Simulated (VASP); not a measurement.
# BaTiO3 (P4mm) in VASP: notebook

The runs below take BaTiO3 through single point, with PBE+U.

Program: VASP 6.6.1. These are calculated values, not measurements. Logs are shortened: lines on timing, memory, paths and dates and some standing lists are left out, and cuts for length are marked.

## 1. The cell of the first run

Symmetry: P4mm, No. 99, tetragonal system. Conventional cell: a = 4.000 Å, b = 4.000 Å, c = 4.018 Å, α = 90.00°, β = 90.00°, γ = 90.00°. Within 3.7 Å of Ba (site symmetry 4mm) lie 12 O at 2.79 to 2.88 Å and 8 Ti at 3.45 to 3.49 Å. Ti (site symmetry 4mm) has 6 O at 1.89 to 2.13 Å within 2.5 Å. O (site symmetry 4mm) has 2 Ti at 1.89 to 2.13 Å within 2.5 Å. Within 2.9 Å of O (site symmetry 2mm) lie 2 Ti at 2.00 Å and 4 Ba at 2.79 to 2.88 Å and 8 O at 2.83 to 2.84 Å.

## 2. Single point, PBE+U

Input file INCAR:

```
SYSTEM = BaTiO3
PREC = Accurate
ENCUT = 600
EDIFF = 1E-6
ISMEAR = 0
SIGMA = 0.01
LREAL = .FALSE.
LASPH = .TRUE.
NELM = 200
ALGO = Normal
ISIF = 2
LWAVE = .FALSE.
LCHARG = .FALSE.
LMAXMIX = 4
LDAU = .TRUE.
LDAUTYPE = 2
LDAUL = -1 2 -1
LDAUU = 0 2 0
LDAUJ = 0 0 0
LDAUPRINT = 1
GGA = PE
NBANDS = 28
GGA_COMPAT = .FALSE.
```

Input file KPOINTS:

```
regular mesh
0
G
  6 6 6
  0 0 0
```

Input file POSCAR:

```
BaTiO3
1.0
    3.9998000000      0.0000000000      0.0000000000
    0.0000000000      3.9998000000      0.0000000000
    0.0000000000      0.0000000000      4.0180000000
Ba Ti O
1 1 3
Direct
    0.0000000000      0.0000000000      0.0000000000
    0.5000000000      0.5000000000      0.4900000000
    0.5000000000      0.5000000000      0.0190000000
    0.5000000000      0.0000000000      0.5170000000
    0.0000000000      0.5000000000      0.5170000000
```

Potentials or basis: VASP PAW PBE potentials, release 64 (Ba_sv, Ti_sv, O).

Command:

```sh
cat potpaw_PBE.64/Ba_sv/POTCAR potpaw_PBE.64/Ti_sv/POTCAR potpaw_PBE.64/O/POTCAR > POTCAR
mpirun -np 1 vasp_std > vasp.out
```

OUTCAR:

```text
SYSTEM = BaTiO3
   PREC = Accurate
   ENCUT = 600
   EDIFF = 1E-6
   ISMEAR = 0
   LREAL = .FALSE.
   LASPH = .TRUE.
   NELM = 200
   ISIF = 2
   GGA = PE

 ion  position               nearest neighbor table
   1  0.000  0.000  0.000-   4 2.79   5 2.79   5 2.79   4 2.79   3 2.83   3 2.83   3 2.83   3 2.83
                             4 2.88   5 2.88   5 2.88   4 2.88   2 3.45   2 3.45   2 3.45   2 3.45
   2  0.500  0.500  0.490-   3 1.89   4 2.00   5 2.00   4 2.00   5 2.00   3 2.13   1 3.45   1 3.45
                             1 3.45   1 3.45   1 3.49   1 3.49   1 3.49   1 3.49
   3  0.500  0.500  0.019-   2 1.89   2 2.13   1 2.83   1 2.83   1 2.83   1 2.83
   4  0.500  0.000  0.517-   2 2.00   2 2.00   1 2.79   1 2.79   1 2.88   1 2.88
   5  0.000  0.500  0.517-   2 2.00   2 2.00   1 2.79   1 2.79   1 2.88   1 2.88

  LATTYP: Found a simple tetragonal cell.
 ALAT       =     3.9998000000
 C/A-ratio  =     1.0045502275

  Lattice vectors:

 A1 = (   3.9998000000,   0.0000000000,   0.0000000000)
 A2 = (   0.0000000000,   3.9998000000,   0.0000000000)
 A3 = (   0.0000000000,   0.0000000000,   4.0180000000)

Analysis of symmetry for initial positions (statically):
=====================================================================
 Subroutine PRICEL returns:
 Original cell was already a primitive cell.

 Routine SETGRP: Setting up the symmetry group for a
 simple tetragonal supercell.

 Subroutine GETGRP returns: Found  8 space group operations
 (whereof  8 operations were pure point group operations)
 out of a pool of 16 trial point group operations.

The static configuration has the point symmetry C_4v.

Analysis of symmetry for dynamics (positions and initial velocities):
=====================================================================
 Subroutine PRICEL returns:
 Original cell was already a primitive cell.

 Routine SETGRP: Setting up the symmetry group for a
 simple tetragonal supercell.

 Subroutine GETGRP returns: Found  8 space group operations
 (whereof  8 operations were pure point group operations)
 out of a pool of 16 trial point group operations.

The dynamic configuration has the point symmetry C_4v.

 Subroutine INISYM returns: Found  8 space group operations
 (whereof  8 operations are pure point group operations),
 and found     1 'primitive' translations

----------------------------------------------------------------------------------------

                                     Primitive cell

  volume of cell :      64.2816

  direct lattice vectors                    reciprocal lattice vectors
     3.999800000  0.000000000  0.000000000     0.250012501  0.000000000  0.000000000
     0.000000000  3.999800000  0.000000000     0.000000000  0.250012501  0.000000000
     0.000000000  0.000000000  4.018000000     0.000000000  0.000000000  0.248880040

  length of vectors
     3.999800000  3.999800000  4.018000000     0.250012501  0.250012501  0.248880040

  position of ions in fractional coordinates (direct lattice)
     0.000000000  0.000000000  0.000000000
     0.500000000  0.500000000  0.490000000
     0.500000000  0.500000000  0.019000000
     0.500000000  0.000000000  0.517000000
     0.000000000  0.500000000  0.517000000

  ion indices of the primitive-cell ions
   primitive index   ion index
                 1           1
                 2           2
                 3           3
                 4           4
                 5           5

----------------------------------------------------------------------------------------

 KPOINTS: regular mesh

Automatic generation of k-mesh.
 Grid dimensions read from file:
 generate k-points for:    6    6    6
[... 50 lines left out ...]
   dimension x,y,z NGXF=    64 NGYF=   64 NGZF=   64
   ions per type =               1   1   3
   NGX,Y,Z   is equivalent  to a cutoff of  13.30, 13.30, 13.24 a.u.
   NGXF,Y,Z  is equivalent  to a cutoff of  26.60, 26.60, 26.48 a.u.
 SYSTEM =  BaTiO3
   PREC   = accura    normal or accurate (medium, high low for compatibility)
   ISTART =      0    job   : 0-new  1-cont  2-samecut
   ICHARG =      2    charge: 1-file 2-atom 10-const
   ISPIN  =      1    spin polarized calculation?
   LNONCOLLINEAR =      F non collinear calculations
   LSORBIT =      F    spin-orbit coupling
   LASPH  =      T    aspherical Exc in radial PAW
   ENCUT  =  600.0 eV  44.10 Ry    6.64 a.u.   7.99  7.99  8.02*2*pi/ulx,y,z
   NELM   =    200;   NELMIN=  2; NELMDL= -5     # of ELM steps
   EDIFF  = 0.1E-05   stopping-criterion for ELM
   LREAL  =      F    real-space projection
   EDIFFG = 0.1E-04   stopping-criterion for IOM
   NSW    =      0    number of steps for IOM
   IBRION =     -1    ionic relax: 0-MD 1-quasi-New 2-CG
   NFREE  =      0    steps in history (QN), initial steepest desc. (CG)
   ISIF   =      2    stress and relaxation
   ISYM   =      2    0-nonsym 1-usesym 2-fastsym
   POTIM  = 0.5000    time-step for ionic-motion
   TEBEG  =    0.0;   TEEND  =   0.0 temperature during run
   PSTRESS=    0.0 pullay stress
   NELECT =      40.0000    total number of electrons
   NUPDOWN=      -1.0000    fix difference up-down
   EMIN   =  10.00;   EMAX   =-10.00  energy-range for DOS
   EFERMI =   0.00;   METHOD = LEGACY
   ISMEAR =     0;   SIGMA  =   0.01  broadening in eV -4-tet -1-fermi 0-gaus
   EFERMI_NEDOS =   21; number of points for ismear=-14 and -15
   IALGO  =     38    algorithm
   IMIX   =      4    mixing-type and parameters
     AMIX     =   0.40;   BMIX     =  1.00
     AMIX_MAG =   1.60;   BMIX_MAG =  1.00
  volume/ion in A,a.u.               =      12.86        86.76
  Fermi-wavevector in a.u.,A,eV,Ry     =   1.397653  2.641181 26.578078  1.953434
  Thomas-Fermi vector in A             =   2.520888
   LORBIT       =      0    0 simple, 1 ext, 2 COOP (PROOUT), +10 PAW based schemes
 LDA+U is selected, type is set to LDAUTYPE =  2
   angular momentum for each species LDAUL =    -1    2   -1
   U (eV)           for each species LDAUU =   0.0  2.0  0.0
   J (eV)           for each species LDAUJ =   0.0  0.0  0.0
   GGA     = PE    functional components
   LHFCALC =     F    Hartree Fock is set to
   AEXX    =    0.0000 exact exchange contribution
   IVDW    =     0    specifies the selected vdW correction
   LEPSILON=     F    determine dielectric tensor
   LRPA    =     F    only Hartree local field effects (RPA)
 non-spin polarized calculation
 Gauss-broadening in eV      SIGMA  =   0.01
  energy-cutoff  :      600.00
  volume of cell :       64.28
 maximum number of plane-waves:      2176
 NGX is ok and might be reduce to    32
   NGX = 15   NGY = 15   NGZ = 17

atom =   2  type =  2  l = 2

 onsite density matrix

spin component  1

  0.1120  0.0000  0.0000 -0.0000  0.0000
  0.0000  0.1185  0.0000 -0.0000 -0.0000
  0.0000  0.0000  0.2475 -0.0000  0.0000
 -0.0000 -0.0000 -0.0000  0.1185 -0.0000
  0.0000 -0.0000  0.0000 -0.0000  0.2395

spin component  2

  0.1120  0.0000  0.0000 -0.0000  0.0000
  0.0000  0.1185  0.0000 -0.0000 -0.0000
  0.0000  0.0000  0.2475 -0.0000  0.0000
 -0.0000 -0.0000 -0.0000  0.1185 -0.0000
  0.0000 -0.0000  0.0000 -0.0000  0.2395

 occupancies and eigenvectors

  o =  0.1120  v =  1.0000  0.0000  0.0000  0.0000  0.0000  0.0000  0.0000  0.0000  0.0000  0.0000      0.0000  0.0000  0.0000  0.0000  0.0000  0.0000  0.0000  0.0000  0.0000  0.0000
  o =  0.1120  v =  0.0000  0.0000  0.0000  0.0000  0.0000  1.0000  0.0000  0.0000  0.0000  0.0000      0.0000  0.0000  0.0000  0.0000  0.0000  0.0000  0.0000  0.0000  0.0000  0.0000
  o =  0.1185  v =  0.0000 -0.5485  0.0000 -0.8362 -0.0000  0.0000  0.0000  0.0000  0.0000  0.0000      0.0000  0.0000  0.0000  0.0000  0.0000  0.0000  0.0000  0.0000  0.0000  0.0000
  o =  0.1185  v =  0.0000  0.0000  0.0000  0.0000  0.0000  0.0000 -0.5485  0.0000 -0.8362 -0.0000      0.0000  0.0000  0.0000  0.0000  0.0000  0.0000  0.0000  0.0000  0.0000  0.0000
  o =  0.1185  v =  0.0000 -0.8362  0.0000  0.5485  0.0000  0.0000  0.0000  0.0000  0.0000  0.0000      0.0000  0.0000  0.0000  0.0000  0.0000  0.0000  0.0000  0.0000  0.0000  0.0000
  o =  0.1185  v =  0.0000  0.0000  0.0000  0.0000  0.0000  0.0000 -0.8362  0.0000  0.5485  0.0000      0.0000  0.0000  0.0000  0.0000  0.0000  0.0000  0.0000  0.0000  0.0000  0.0000
  o =  0.2395  v =  0.0000 -0.0000 -0.0000  0.0000 -1.0000  0.0000  0.0000  0.0000  0.0000  0.0000      0.0000  0.0000  0.0000  0.0000  0.0000  0.0000  0.0000  0.0000  0.0000  0.0000
  o =  0.2395  v =  0.0000  0.0000  0.0000  0.0000  0.0000  0.0000 -0.0000 -0.0000  0.0000 -1.0000      0.0000  0.0000  0.0000  0.0000  0.0000  0.0000  0.0000  0.0000  0.0000  0.0000
  o =  0.2475  v =  0.0000  0.0000  0.0000  0.0000  0.0000  0.0000 -0.0000 -1.0000  0.0000  0.0000      0.0000  0.0000  0.0000  0.0000  0.0000  0.0000  0.0000  0.0000  0.0000  0.0000
  o =  0.2475  v =  0.0000 -0.0000 -1.0000  0.0000  0.0000  0.0000  0.0000  0.0000  0.0000  0.0000      0.0000  0.0000  0.0000  0.0000  0.0000  0.0000  0.0000  0.0000  0.0000  0.0000

 number of electron      39.9999999 magnetization

 Free energy of the ion-electron system (eV)
  ---------------------------------------------------
  ext. energy  EPLUGINS =         0.00000000
  ---------------------------------------------------
  free energy    TOTEN  =       -38.60814422 eV

  energy without entropy =      -38.60814422  energy(sigma->0) =      -38.60814422

 E-fermi :   4.1090     XC(G=0): -11.2457

 val. band max:        3.9149143690   @ k =   0.5000   0.5000   0.5000
 cond. band min:       5.9138764785   @ k =   0.0000   0.0000   0.0000
 fundamental gap:      1.9989621095
 Fermi energy:         4.1090196569

 k-point     1 :       0.0000    0.0000    0.0000
  band No.  band energies     occupation
      1     -53.2312      2.00000
      2     -29.4461      2.00000
      3     -29.4179      2.00000
      4     -29.4179      2.00000
      5     -20.9466      2.00000
      6     -13.0376      2.00000
[... 733 lines left out ...]
     27      12.0220      0.00000
     28      13.3809      0.00000

 [... further k-points ...]
[... 5 lines left out ...]
  --------------------------------------------------------------------------------------
  -------------------------------------------------------------------------------------
  Total        2.1294466      2.1294466      2.5682917      0.0000000     -0.0000000      0.0000000
  in kB       53.0751046     53.0751046     64.0130383      0.0000000     -0.0000000      0.0000000
  external PRESSURE =      56.7210825 kB  Pullay stress =       0.0000000 kB

 VOLUME and BASIS-vectors are now :
 -----------------------------------------------------------------------------
  energy-cutoff  :      600.00
  volume of cell :       64.28
      direct lattice vectors                 reciprocal lattice vectors
     3.999800000  0.000000000  0.000000000     0.250012501  0.000000000  0.000000000
     0.000000000  3.999800000  0.000000000     0.000000000  0.250012501  0.000000000
     0.000000000  0.000000000  4.018000000     0.000000000  0.000000000  0.248880040

 POSITION                                       TOTAL-FORCE (eV/Angst)
 -----------------------------------------------------------------------------------
      0.00000      0.00000      0.00000        -0.000000     -0.000000      0.071720
      1.99990      1.99990      1.96882         0.000000      0.000000      0.171547
      1.99990      1.99990      0.07634        -0.000000     -0.000000      0.007261
      1.99990      0.00000      2.07731        -0.000000     -0.000000     -0.125264
      0.00000      1.99990      2.07731        -0.000000     -0.000000     -0.125264
 -----------------------------------------------------------------------------------
    total drift:                                0.000000     -0.000000     -0.000301

  FREE ENERGIE OF THE ION-ELECTRON SYSTEM (eV)
  ---------------------------------------------------
  free  energy   TOTEN  =       -38.6081442163 eV

  energy  without entropy=      -38.6081442163  energy(sigma->0) =      -38.60814422
```

Run time: 44 s. Hardware: 1 thread of AMD EPYC 9R45 (Zen 5), shared host; peak memory 0.2 GiB.

Results:

```yaml
Free_energy: -38.6081 eV
Pressure: 5.7 GPa
Largest_force: 0.172 eV/Å
Band_gap_on_the_k_mesh: 2.00 eV (least direct gap 2.30 eV)
```

Forces in eV/Å, atoms in the order of the input:
```
Ba   0.000  0.000  0.072
Ti   0.000  0.000  0.172
O    0.000  0.000  0.007
O    0.000  0.000 -0.125
O    0.000  0.000 -0.125
```

Stress tensor (GPa, compression positive):
```
5.31 0.00 0.00
0.00 5.31 0.00
0.00 0.00 6.40
```

Eigenvalues of the final occupation matrices:
| site | spin | trace | eigenvalues |
| --- | --- | --- | --- |
| site 2 d | 1 | 0.84 | 0.11 0.12 0.12 0.24 0.25 |
| site 2 d | 2 | 0.84 | 0.11 0.12 0.12 0.24 0.25 |

Caveat: the cell stands under pressure; spin-orbit coupling is left out, which moves the levels of the heavy elements.

## 3. Single point, PBE+U

Input file INCAR:

```
  ALGO = Normal
  EDIFF = 1E-6
  ENCUT = 600
  GGA = PE
  GGA_COMPAT = False
  ISIF = 2
  ISMEAR = 0
  LASPH = True
  LCHARG = False
  LDAU = True
  LDAUJ = 0 0 0
  LDAUL = -1 2 -1
  LDAUPRINT = 1
  LDAUTYPE = 2
  LDAUU = 0 8 0
  LMAXMIX = 4
  LREAL = False
  LWAVE = False
  NBANDS = 28
  NELM = 200
  PREC = Accurate
  SIGMA = 0.01
```

Input file KPOINTS:

```
k-points
0
Gamma
  6 6 6
```

POSCAR is that of step 2.

Potentials or basis: VASP PAW PBE potentials, release 64 (Ba_sv, Ti_sv, O).

Command:

```sh
cat potpaw_PBE.64/Ba_sv/POTCAR potpaw_PBE.64/Ti_sv/POTCAR potpaw_PBE.64/O/POTCAR > POTCAR
mpirun -np 1 vasp_std > vasp.out
```

OUTCAR:

```text
EDIFF = 1E-6
   ENCUT = 600
   GGA = PE
   ISIF = 2
   ISMEAR = 0
   LASPH = True
   LREAL = False
   NELM = 200
   PREC = Accurate

 ion  position               nearest neighbor table
   1  0.000  0.000  0.000-   4 2.79   5 2.79   5 2.79   4 2.79   3 2.83   3 2.83   3 2.83   3 2.83
                             4 2.88   5 2.88   5 2.88   4 2.88   2 3.45   2 3.45   2 3.45   2 3.45
   2  0.500  0.500  0.490-   3 1.89   4 2.00   5 2.00   4 2.00   5 2.00   3 2.13   1 3.45   1 3.45
                             1 3.45   1 3.45   1 3.49   1 3.49   1 3.49   1 3.49
   3  0.500  0.500  0.019-   2 1.89   2 2.13   1 2.83   1 2.83   1 2.83   1 2.83
   4  0.500  0.000  0.517-   2 2.00   2 2.00   1 2.79   1 2.79   1 2.88   1 2.88
   5  0.000  0.500  0.517-   2 2.00   2 2.00   1 2.79   1 2.79   1 2.88   1 2.88

  LATTYP: Found a simple tetragonal cell.
 ALAT       =     3.9998000000
 C/A-ratio  =     1.0045502275

  Lattice vectors:

 A1 = (   3.9998000000,   0.0000000000,   0.0000000000)
 A2 = (   0.0000000000,   3.9998000000,   0.0000000000)
 A3 = (   0.0000000000,   0.0000000000,   4.0180000000)

Analysis of symmetry for initial positions (statically):
=====================================================================
[... 213 lines left out ...]

  energy without entropy =      -34.79606565  energy(sigma->0) =      -34.79606565

 E-fermi :   4.3291     XC(G=0): -11.2567

 val. band max:        4.1196587594   @ k =   0.5000   0.5000   0.5000
 cond. band min:       6.9330877787   @ k =   0.0000   0.0000   0.0000
 fundamental gap:      2.8134290192
 Fermi energy:         4.3291229584

 k-point     1 :       0.0000    0.0000    0.0000
  band No.  band energies     occupation
      1     -54.6721      2.00000
      2     -30.8090      2.00000
      3     -30.7852      2.00000
      4     -30.7852      2.00000
      5     -20.7499      2.00000
      6     -12.9209      2.00000
[... 733 lines left out ...]
     27      12.1729      0.00000
     28      13.5038      0.00000

 [... further k-points ...]
[... 5 lines left out ...]
  --------------------------------------------------------------------------------------
  -------------------------------------------------------------------------------------
  Total        4.0779349      4.0779349      4.7254079      0.0000000      0.0000000      0.0000000
  in kB      101.6399376    101.6399376    117.7777908      0.0000000      0.0000000      0.0000000
  external PRESSURE =     107.0192220 kB  Pullay stress =       0.0000000 kB

 VOLUME and BASIS-vectors are now :
 -----------------------------------------------------------------------------
  energy-cutoff  :      600.00
  volume of cell :       64.28
      direct lattice vectors                 reciprocal lattice vectors
     3.999800000  0.000000000  0.000000000     0.250012501  0.000000000  0.000000000
     0.000000000  3.999800000  0.000000000     0.000000000  0.250012501  0.000000000
     0.000000000  0.000000000  4.018000000     0.000000000  0.000000000  0.248880040

 POSITION                                       TOTAL-FORCE (eV/Angst)
 -----------------------------------------------------------------------------------
      0.00000      0.00000      0.00000        -0.000000     -0.000000      0.059445
      1.99990      1.99990      1.96882         0.000000     -0.000000      1.064338
      1.99990      1.99990      0.07634         0.000000      0.000000     -0.836820
      1.99990      0.00000      2.07731         0.000000     -0.000000     -0.143481
      0.00000      1.99990      2.07731         0.000000     -0.000000     -0.143481
 -----------------------------------------------------------------------------------
    total drift:                                0.000000     -0.000000     -0.000642

  FREE ENERGIE OF THE ION-ELECTRON SYSTEM (eV)
  ---------------------------------------------------
  free  energy   TOTEN  =       -34.7960656506 eV

  energy  without entropy=      -34.7960656506  energy(sigma->0) =      -34.79606565
```

OSZICAR:

```text
N       E                     dE             d eps       ncg     rms          rms(c)
DAV:   1     0.477808588900E+03    0.47781E+03   -0.22733E+04  2240   0.172E+03
DAV:   2     0.183532802345E+01   -0.47597E+03   -0.45465E+03  2604   0.461E+02
DAV:   3    -0.451118753827E+02   -0.46947E+02   -0.46602E+02  3096   0.142E+02
DAV:   4    -0.475228467263E+02   -0.24110E+01   -0.24052E+01  3416   0.268E+01
DAV:   5    -0.475987357366E+02   -0.75889E-01   -0.75870E-01  3044   0.380E+00    0.232E+01
DAV:   6    -0.345261654755E+02    0.13073E+02   -0.55031E+01  3292   0.687E+01    0.877E+00
DAV:   7    -0.348124695108E+02   -0.28630E+00   -0.63293E+00  3040   0.120E+01    0.515E+00
DAV:   8    -0.348077453496E+02    0.47242E-02   -0.15561E+00  2708   0.734E+00    0.153E+00
DAV:   9    -0.347871574857E+02    0.20588E-01   -0.25090E-01  2676   0.282E+00    0.123E+00
DAV:  10    -0.348196440013E+02   -0.32487E-01   -0.19850E-01  2792   0.480E+00    0.128E+00
DAV:  11    -0.347964792651E+02    0.23165E-01   -0.95747E-02  2872   0.325E+00    0.213E-01
DAV:  12    -0.347959554818E+02    0.52378E-03   -0.58854E-03  2840   0.743E-01    0.124E-01
DAV:  13    -0.347961029199E+02   -0.14744E-03   -0.92434E-04  3008   0.343E-01    0.646E-02
DAV:  14    -0.347960648680E+02    0.38052E-04   -0.21732E-04  3004   0.149E-01    0.104E-02
DAV:  15    -0.347960712578E+02   -0.63898E-05   -0.36272E-05  2688   0.682E-02    0.194E-02
DAV:  16    -0.347960656250E+02    0.56328E-05   -0.14525E-05  2864   0.423E-02    0.318E-03
DAV:  17    -0.347960656506E+02   -0.25593E-07   -0.62002E-07  1776   0.724E-03
   1 F= -.34796066E+02 E0= -.34796066E+02  d E =0.000000E+00
```

stdout:

```text
POSCAR found type information on POSCAR BaTiO
 POSCAR found :  3 types and       5 ions
 scaLAPACK will be used
 LDA part: xc-table for (Slater+PW92), standard interpolation
 POSCAR, INCAR and KPOINTS ok, starting setup
 FFT: planning ... GRIDC
 FFT: planning ... GRID_SOFT
 FFT: planning ... GRID
 WAVECAR not read
 entering main loop
```

Wall time 43 s (1 thread of AMD EPYC 9R45 (Zen 5), shared host); peak memory 0.2 GiB.

What came out:

| Item | Value |
| --- | --- |
| Free energy | -34.7961 eV |
| Pressure | 10.7 GPa |
| Largest force | 1.064 eV/Å |
| Band gap on the k mesh | 2.81 eV (least direct gap 3.14 eV) |

Forces on the atoms (eV/Å):
```
Ba   0.000  0.000  0.059
Ti   0.000  0.000  1.064
O    0.000  0.000 -0.837
O    0.000  0.000 -0.143
O    0.000  0.000 -0.143
```

Eigenvalues of the final occupation matrices:
| site | spin | trace | eigenvalues |
| --- | --- | --- | --- |
| site 2 d | 1 | 0.72 | 0.08 0.09 0.09 0.22 0.23 |
| site 2 d | 2 | 0.72 | 0.08 0.09 0.09 0.22 0.23 |

Caveat: the cell stands under pressure; spin-orbit coupling is left out, which moves the levels of the heavy elements; forces of over 1 eV/Å act on the atoms, so gaps and moduli don't describe the material at rest. A k mesh can miss the band edges.
